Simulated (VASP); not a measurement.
# BN (Fmm2) in VASP: notebook

Runs on BN. Level: PBEsol. Tasks: single point.

All numbers are computed with VASP 6.6.1; they aren't measurements. Logs are shortened: lines on timing, memory, paths and dates and some standing lists are left out, and cuts for length are marked.

## (1) The cell of the first run

The structure is orthorhombic, space group Fmm2 (No. 42). Conventional cell: a = 2.497 Å, b = 6.099 Å, c = 4.312 Å, α = 90.00°, β = 90.00°, γ = 90.00°. B (site symmetry mm2) has 3 N at 1.44 Å within 1.9 Å. N (site symmetry mm2) has 3 B at 1.44 Å within 1.9 Å.

## (2) Single point, PBEsol

File INCAR:

```
SYSTEM = BN
PREC = Accurate ; ENCUT = 520
EDIFF = 1E-6 ; ISMEAR = 0
SIGMA = 0.02 ; LREAL = .FALSE.
LASPH = .TRUE. ; NELM = 60
ALGO = Normal ; ISIF = 2
LWAVE = .FALSE. ; LCHARG = .FALSE.
GGA = PS ; NBANDS = 11
```

File KPOINTS:

```
regular mesh
0
G
  12 12 12
  0 0 0
```

File POSCAR:

```
BN
1.0
    0.0000000000      3.0495908540      2.1561654307
    1.2487435251      0.0000000000      2.1561654307
    1.2487435251      3.0495908540      0.0000000000
B N
1 1
Direct
    0.0002257180      0.0002257180      0.9997742820
    0.6664742720      0.6664742720      0.3335257280
```

Potentials or basis: VASP PAW PBE potentials, release 64 (B, N).

Run with:

```
> cat potpaw_PBE.64/B/POTCAR potpaw_PBE.64/N/POTCAR > POTCAR
> mpirun -np 1 vasp_std > vasp.out
```

OUTCAR:

```text
SYSTEM = BN
   PREC = Accurate
   ENCUT = 520
   EDIFF = 1E-6
   ISMEAR = 0
   LREAL = .FALSE.
   LASPH = .TRUE.
   NELM = 60
   ISIF = 2
   GGA = PS

 ion  position               nearest neighbor table
   1  0.000  0.000  1.000-   2 1.44   2 1.44   2 1.44
   2  0.666  0.666  0.334-   1 1.44   1 1.44   1 1.44

  LATTYP: Found a face centered orthorhombic cell.
 ALAT       =     2.4974870502
 B/A-ratio  =     1.7266679565
 C/A-ratio  =     2.4421274607

  Lattice vectors:

 A1 = (  -0.0000000000,   3.0495908540,   2.1561654307)
 A2 = (  -1.2487435251,   3.0495908540,   0.0000000000)
 A3 = (  -1.2487435251,   0.0000000000,   2.1561654307)

Analysis of symmetry for initial positions (statically):
=====================================================================
 Subroutine PRICEL returns:
 Original cell was already a primitive cell.

 Routine SETGRP: Setting up the symmetry group for a
 face centered orthorhombic supercell.

 Subroutine GETGRP returns: Found  4 space group operations
 (whereof  4 operations were pure point group operations)
 out of a pool of  8 trial point group operations.

The static configuration has the point symmetry C_2v.

Analysis of symmetry for dynamics (positions and initial velocities):
=====================================================================
 Subroutine PRICEL returns:
 Original cell was already a primitive cell.

 Routine SETGRP: Setting up the symmetry group for a
 face centered orthorhombic supercell.

 Subroutine GETGRP returns: Found  4 space group operations
 (whereof  4 operations were pure point group operations)
 out of a pool of  8 trial point group operations.

The dynamic configuration has the point symmetry C_2v.

 Subroutine INISYM returns: Found  4 space group operations
 (whereof  4 operations are pure point group operations),
 and found     1 'primitive' translations

----------------------------------------------------------------------------------------

                                     Primitive cell

  volume of cell :      16.4220

  direct lattice vectors                    reciprocal lattice vectors
     0.000000000  3.049590854  2.156165431    -0.400402477  0.163956420  0.231893153
     1.248743525  0.000000000  2.156165431     0.400402477 -0.163956420  0.231893153
     1.248743525  3.049590854  0.000000000     0.400402477  0.163956420 -0.231893153

  length of vectors
     3.734843202  2.491668067  3.295355029     0.490895391  0.490895391  0.490895391

  position of ions in fractional coordinates (direct lattice)
     0.000225718  0.000225718  0.999774282
     0.666474272  0.666474272  0.333525728

  ion indices of the primitive-cell ions
   primitive index   ion index
                 1           1
                 2           2

----------------------------------------------------------------------------------------

 KPOINTS: regular mesh

Automatic generation of k-mesh.
 Grid dimensions read from file:
 generate k-points for:   12   12   12

 Generating k-lattice:

  Cartesian coordinates                     Fractional coordinates (reciprocal lattice)
    -0.033366873  0.013663035  0.019324429     0.083333333  0.000000000  0.000000000
     0.033366873 -0.013663035  0.019324429     0.000000000  0.083333333  0.000000000
     0.033366873  0.013663035 -0.019324429     0.000000000  0.000000000  0.083333333

  Length of vectors
     0.040907949  0.040907949  0.040907949

  Shift w.r.t. Gamma in fractional coordinates (k-lattice)
     0.000000000  0.000000000  0.000000000

 Subroutine IBZKPT returns following result:
 ===========================================

 Found    280 irreducible k-points:

 Following reciprocal coordinates:
            Coordinates               Weight
  0.000000  0.000000  0.000000      1.000000
  0.083333 -0.000000  0.000000      8.000000
  0.166667  0.000000 -0.000000      8.000000
  0.250000  0.000000 -0.000000      8.000000
  0.333333 -0.000000 -0.000000      8.000000
  0.416667 -0.000000 -0.000000      8.000000
[... 16 lines left out ...]
  0.500000  0.166667  0.000000      8.000000
 -0.416667  0.166667  0.000000      8.000000
 [... further k-points ...]
   k-points           NKPTS =    280   k-points in BZ     NKDIM =    280   number of bands    NBANDS=     11
   number of dos      NEDOS =    301   number of ions     NIONS =      2
   total plane-waves  NPLWV =  15680
   dimension x,y,z NGX =    28 NGY =   20 NGZ =   28
   dimension x,y,z NGXF=    56 NGYF=   40 NGZF=   56
   ions per type =               1   1
   NGX,Y,Z   is equivalent  to a cutoff of  12.46, 13.34, 14.13 a.u.
   NGXF,Y,Z  is equivalent  to a cutoff of  24.93, 26.69, 28.25 a.u.
 SYSTEM =  BN
   PREC   = accura    normal or accurate (medium, high low for compatibility)
   ISTART =      0    job   : 0-new  1-cont  2-samecut
   ICHARG =      2    charge: 1-file 2-atom 10-const
   ISPIN  =      1    spin polarized calculation?
   LNONCOLLINEAR =      F non collinear calculations
   LSORBIT =      F    spin-orbit coupling
   LASPH  =      T    aspherical Exc in radial PAW
   ENCUT  =  520.0 eV  38.22 Ry    6.18 a.u.   6.94  4.63  6.13*2*pi/ulx,y,z
   NELM   =     60;   NELMIN=  2; NELMDL= -5     # of ELM steps
   EDIFF  = 0.1E-05   stopping-criterion for ELM
   LREAL  =      F    real-space projection
   EDIFFG = 0.1E-04   stopping-criterion for IOM
   NSW    =      0    number of steps for IOM
   IBRION =     -1    ionic relax: 0-MD 1-quasi-New 2-CG
   NFREE  =      0    steps in history (QN), initial steepest desc. (CG)
   ISIF   =      2    stress and relaxation
   ISYM   =      2    0-nonsym 1-usesym 2-fastsym
   POTIM  = 0.5000    time-step for ionic-motion
   TEBEG  =    0.0;   TEEND  =   0.0 temperature during run
   PSTRESS=    0.0 pullay stress
   NELECT =       8.0000    total number of electrons
   NUPDOWN=      -1.0000    fix difference up-down
   EMIN   =  10.00;   EMAX   =-10.00  energy-range for DOS
   EFERMI =   0.00;   METHOD = LEGACY
   ISMEAR =     0;   SIGMA  =   0.02  broadening in eV -4-tet -1-fermi 0-gaus
   EFERMI_NEDOS =   21; number of points for ismear=-14 and -15
   IALGO  =     38    algorithm
   IMIX   =      4    mixing-type and parameters
     AMIX     =   0.40;   BMIX     =  1.00
     AMIX_MAG =   1.60;   BMIX_MAG =  1.00
  volume/ion in A,a.u.               =       8.21        55.41
  Fermi-wavevector in a.u.,A,eV,Ry     =   1.288138  2.434229 22.576154  1.659301
  Thomas-Fermi vector in A             =   2.420110
   LORBIT       =      0    0 simple, 1 ext, 2 COOP (PROOUT), +10 PAW based schemes
   GGA     = PS    functional components
   LHFCALC =     F    Hartree Fock is set to
   AEXX    =    0.0000 exact exchange contribution
   IVDW    =     0    specifies the selected vdW correction
   LEPSILON=     F    determine dielectric tensor
   LRPA    =     F    only Hartree local field effects (RPA)
 non-spin polarized calculation
 Gauss-broadening in eV      SIGMA  =   0.02
  energy-cutoff  :      520.00
  volume of cell :       16.42
 maximum number of plane-waves:       456
   NGX = 13   NGY =  9   NGZ = 13

 number of electron       8.0000000 magnetization

 Free energy of the ion-electron system (eV)
  ---------------------------------------------------
  ext. energy  EPLUGINS =         0.00000000
  ---------------------------------------------------
  free energy    TOTEN  =       -18.25164184 eV

  energy without entropy =      -18.25164184  energy(sigma->0) =      -18.25164184

 E-fermi :   3.4031     XC(G=0): -10.9035

 val. band max:        3.3187397223   @ k =   0.5000  -0.4167   0.0833
 cond. band min:       6.2541510008   @ k =   0.0000   0.5000   0.5000
 fundamental gap:      2.9354112785
 Fermi energy:         3.4031241608

 k-point     1 :       0.0000    0.0000    0.0000
  band No.  band energies     occupation
      1     -15.0014      2.00000
      2      -0.6442      2.00000
      3       1.7069      2.00000
      4       1.7160      2.00000
      5       8.6242      0.00000
      6      14.5860      0.00000
      7      14.7844      0.00000
      8      16.3950      0.00000
      9      18.3610      0.00000
     10      28.7612      0.00000
     11      30.8014      0.00000

 k-point     2 :       0.0833   -0.0000    0.0000
  band No.  band energies     occupation
      1     -14.8539      2.00000
      2      -0.5562      2.00000
      3       1.1490      2.00000
      4       1.4452      2.00000
      5       8.9804      0.00000
      6      14.6378      0.00000
      7      15.2505      0.00000
      8      15.8385      0.00000
      9      18.8302      0.00000
     10      28.5889      0.00000
     11      29.1896      0.00000

 k-point     3 :       0.1667    0.0000   -0.0000
  band No.  band energies     occupation
      1     -14.4194      2.00000
      2      -0.4003      2.00000
      3      -0.1453      2.00000
      4       0.8040      2.00000
      5       9.8735      0.00000
      6      14.3790      0.00000
      7      14.5331      0.00000
      8      16.8761      0.00000
      9      19.9607      0.00000
     10      25.7544      0.00000
     11      29.4627      0.00000

 k-point     4 :       0.2500    0.0000   -0.0000
  band No.  band energies     occupation
      1     -13.7287      2.00000
      2      -2.0891      2.00000
      3       0.0595      2.00000
      4       0.2363      2.00000
      5      10.7383      0.00000
      6      12.7742      0.00000
      7      14.5400      0.00000
      8      19.1719      0.00000
      9      21.2720      0.00000
     10      23.7616      0.00000
     11      28.2996      0.00000
[... 239 lines left out ...]
 k-point    22 :       0.4167    0.1667   -0.0000
  band No.  band energies     occupation
      1     -12.5512      2.00000
      2      -3.9242      2.00000
      3      -1.8423      2.00000
      4       1.6233      2.00000
      5       9.8145      0.00000
      6      13.2769      0.00000
      7      15.9453      0.00000
      8      19.2568      0.00000
      9      20.7278      0.00000
     10      24.5905      0.00000
     11      28.0826      0.00000

 k-point    23 :       0.5000    0.1667    0.0000
  band No.  band energies     occupation
      1     -11.7306      2.00000
      2      -5.1407      2.00000
      3      -2.3729      2.00000
      4       2.2409      2.00000
      5       8.3152      0.00000
      6      14.3052      0.00000
      7      16.5406      0.00000
      8      19.0463      0.00000
      9      21.7704      0.00000
     10      25.5099      0.00000
     11      27.3640      0.00000

 k-point    24 :      -0.4167    0.1667    0.0000
  band No.  band energies     occupation
      1     -11.3261      2.00000
      2      -5.6805      2.00000
      3      -2.5325      2.00000
      4       2.3891      2.00000
      5       7.7142      0.00000
      6      14.6211      0.00000
      7      16.8871      0.00000
      8      19.3229      0.00000
      9      22.7485      0.00000
     10      25.0162      0.00000
     11      26.9568      0.00000

 [... further k-points ...]
[... 5 lines left out ...]
  --------------------------------------------------------------------------------------
  -------------------------------------------------------------------------------------
  Total        0.5719691      0.4920055      0.5741964      0.0000000      0.0000000      0.0000000
  in kB       55.8028291     48.0013741     56.0201376      0.0000000      0.0000000      0.0000000
  external PRESSURE =      53.2747802 kB  Pullay stress =       0.0000000 kB

 VOLUME and BASIS-vectors are now :
 -----------------------------------------------------------------------------
  energy-cutoff  :      520.00
  volume of cell :       16.42
      direct lattice vectors                 reciprocal lattice vectors
     0.000000000  3.049590854  2.156165431    -0.400402477  0.163956420  0.231893153
     1.248743525  0.000000000  2.156165431     0.400402477 -0.163956420  0.231893153
     1.248743525  3.049590854  0.000000000     0.400402477  0.163956420 -0.231893153

 POSITION                                       TOTAL-FORCE (eV/Angst)
 -----------------------------------------------------------------------------------
      1.24874      3.04959      0.00097         0.000000      0.000000     -0.000998
      1.24874      3.04959      2.87406         0.000000      0.000000      0.000998
 -----------------------------------------------------------------------------------
    total drift:                                0.000001      0.000004     -0.000029

  FREE ENERGIE OF THE ION-ELECTRON SYSTEM (eV)
  ---------------------------------------------------
  free  energy   TOTEN  =       -18.2516418422 eV

  energy  without entropy=      -18.2516418422  energy(sigma->0) =      -18.25164184
```

Run time: 68 s. Hardware: 1 thread of Intel Xeon 8259CL, shared host; peak memory 0.17 GiB.

Results:

| Property | Result |
| --- | --- |
| Free energy | -18.2516 eV |
| Pressure | 5.3 GPa |
| Band gap on the k mesh | 2.94 eV (least direct gap 4.50 eV) |

Caveat: the cell stands under pressure; the PAW data sets were made with another functional, which shifts forces and pressure a little. A k mesh can miss the band edges.

## (3) Single point, PBEsol

This run uses another cell than the first one, of 8.76 Å³/atom.

File INCAR:

```
SYSTEM = BN
ALGO = Normal ; EDIFF = 1E-6
ENCUT = 520 ; GGA = PS
ISIF = 2 ; ISMEAR = 0
LASPH = .TRUE. ; LCHARG = .FALSE.
LREAL = .FALSE. ; LWAVE = .FALSE.
NBANDS = 11 ; NELM = 100
PREC = Accurate ; SIGMA = 0.02
```

File KPOINTS:

```
k-points
0
G
  12 12 12
  0 0 0
```

File POSCAR:

```
BN
1.0
    0.0000000000      3.2381448749      2.1627328565
    1.2509714508      0.0000000000      2.1627328565
    1.2509714508      3.2381448749      0.0000000000
B N
1 1
Direct
    0.0001486821      0.0001486821      0.9998513179
    0.6665513079      0.6665513079      0.3334486921
```

Potentials or basis: VASP PAW PBE potentials, release 64 (B, N).

Run with:

```
> cat potpaw_PBE.64/B/POTCAR potpaw_PBE.64/N/POTCAR > POTCAR
> mpirun -np 1 vasp_std > vasp.out
```

OUTCAR:

```text
SYSTEM = BN
   EDIFF = 1E-6
   ENCUT = 520
   GGA = PS
   ISIF = 2
   ISMEAR = 0
   LASPH = .TRUE.
   LREAL = .FALSE.
   NELM = 100
   PREC = Accurate

 ion  position               nearest neighbor table
   1  0.000  0.000  1.000-   2 1.44   2 1.44   2 1.44
   2  0.667  0.667  0.333-   1 1.44   1 1.44   1 1.44

  LATTYP: Found a face centered orthorhombic cell.
 ALAT       =     2.5019429016
 B/A-ratio  =     1.7288426967
 C/A-ratio  =     2.5885042163

  Lattice vectors:

 A1 = (  -0.0000000000,   3.2381448749,   2.1627328565)
 A2 = (  -1.2509714508,   3.2381448749,   0.0000000000)
 A3 = (  -1.2509714508,   0.0000000000,   2.1627328565)

Analysis of symmetry for initial positions (statically):
=====================================================================
 Subroutine PRICEL returns:
 Original cell was already a primitive cell.

 Routine SETGRP: Setting up the symmetry group for a
 face centered orthorhombic supercell.

 Subroutine GETGRP returns: Found  4 space group operations
 (whereof  4 operations were pure point group operations)
[... 174 lines left out ...]
      1     -15.4089      2.00000
      2      -1.5836      2.00000
      3       1.1403      2.00000
      4       1.1429      2.00000
      5       7.6081      0.00000
      6      13.9956      0.00000
      7      14.1239      0.00000
      8      15.6639      0.00000
      9      17.3493      0.00000
     10      28.0193      0.00000
     11      30.5200      0.00000
[... 309 lines left out ...]
 k-point    24 :      -0.4167    0.1667    0.0000
  band No.  band energies     occupation
      1     -11.8509      2.00000
      2      -6.1876      2.00000
      3      -3.0616      2.00000
      4       1.8548      2.00000
      5       7.1593      0.00000
      6      13.9809      0.00000
      7      16.0335      0.00000
      8      18.1140      0.00000
      9      21.5599      0.00000
     10      23.6330      0.00000
     11      25.5676      0.00000

 [... further k-points ...]

------------------------ aborting loop because EDIFF is reached ----------------------------------------

  FORCE on cell =-STRESS in cart. coord.  units (eV):
  Direction    XX          YY          ZZ          XY          YZ          ZX
  --------------------------------------------------------------------------------------
  -------------------------------------------------------------------------------------
  Total        0.2742000      0.1948894      0.2771665      0.0000000      0.0000000      0.0000000
  in kB       25.0727254     17.8206012     25.3439749      0.0000000      0.0000000      0.0000000
  external PRESSURE =      22.7457672 kB  Pullay stress =       0.0000000 kB

 VOLUME and BASIS-vectors are now :
 -----------------------------------------------------------------------------
  energy-cutoff  :      520.00
  volume of cell :       17.52
      direct lattice vectors                 reciprocal lattice vectors
     0.000000000  3.238144875  2.162732856    -0.399689377  0.154409398  0.231188979
     1.250971451  0.000000000  2.162732856     0.399689377 -0.154409398  0.231188979
     1.250971451  3.238144875  0.000000000     0.399689377  0.154409398 -0.231188979

 POSITION                                       TOTAL-FORCE (eV/Angst)
 -----------------------------------------------------------------------------------
      1.25097      3.23814      0.00064         0.000000      0.000000     -0.002407
      1.25097      3.23814      2.88314         0.000000      0.000000      0.002407
 -----------------------------------------------------------------------------------
    total drift:                                0.000003      0.000006     -0.000037

  FREE ENERGIE OF THE ION-ELECTRON SYSTEM (eV)
  ---------------------------------------------------
  free  energy   TOTEN  =       -18.2747006692 eV

  energy  without entropy=      -18.2747006692  energy(sigma->0) =      -18.27470067
```

OSZICAR:

```text
N       E                     dE             d eps       ncg     rms          rms(c)
DAV:   1     0.116459636522E+02    0.11646E+02   -0.46520E+03  6280   0.688E+02
DAV:   2    -0.192794541064E+02   -0.30925E+02   -0.29773E+02  7353   0.160E+02
DAV:   3    -0.199884595814E+02   -0.70901E+00   -0.70805E+00  7479   0.222E+01
DAV:   4    -0.199904468151E+02   -0.19872E-02   -0.19872E-02  6760   0.129E+00
DAV:   5    -0.199904543436E+02   -0.75285E-05   -0.75285E-05  7531   0.711E-02    0.782E+00
DAV:   6    -0.184720411200E+02    0.15184E+01   -0.48513E+00  7039   0.122E+01    0.364E+00
DAV:   7    -0.183156671858E+02    0.15637E+00   -0.22949E-01  7138   0.353E+00    0.219E+00
DAV:   8    -0.182744855461E+02    0.41182E-01   -0.10414E-01  7222   0.198E+00    0.239E-01
DAV:   9    -0.182744906695E+02   -0.51233E-05   -0.22791E-03  6703   0.388E-01    0.131E-01
DAV:  10    -0.182746873301E+02   -0.19666E-03   -0.33396E-04  6925   0.137E-01    0.211E-02
DAV:  11    -0.182747009761E+02   -0.13646E-04   -0.26782E-05  7205   0.349E-02    0.175E-02
DAV:  12    -0.182747006692E+02    0.30698E-06   -0.57736E-06  6924   0.158E-02
   1 F= -.18274701E+02 E0= -.18274701E+02  d E =-.253563E-28
```

It took 90 s on 1 thread of Intel Xeon 8259CL, shared host; peak memory 0.18 GiB.

What came out:

```yaml
Free_energy: -18.2747 eV
Pressure: 2.3 GPa
Band_gap_on_the_k_mesh: 3.36 eV (least direct gap 4.48 eV)
```

Forces in eV/Å, atoms in the order of the input:
```
B    0.000  0.000 -0.002
N    0.000  0.000  0.002
```

Stress tensor (GPa, compression positive):
```
2.51 0.00 0.00
0.00 1.78 0.00
0.00 0.00 2.53
```

Caveat: the PAW data sets were made with another functional, which shifts forces and pressure a little.

[end of part 1 of 2]
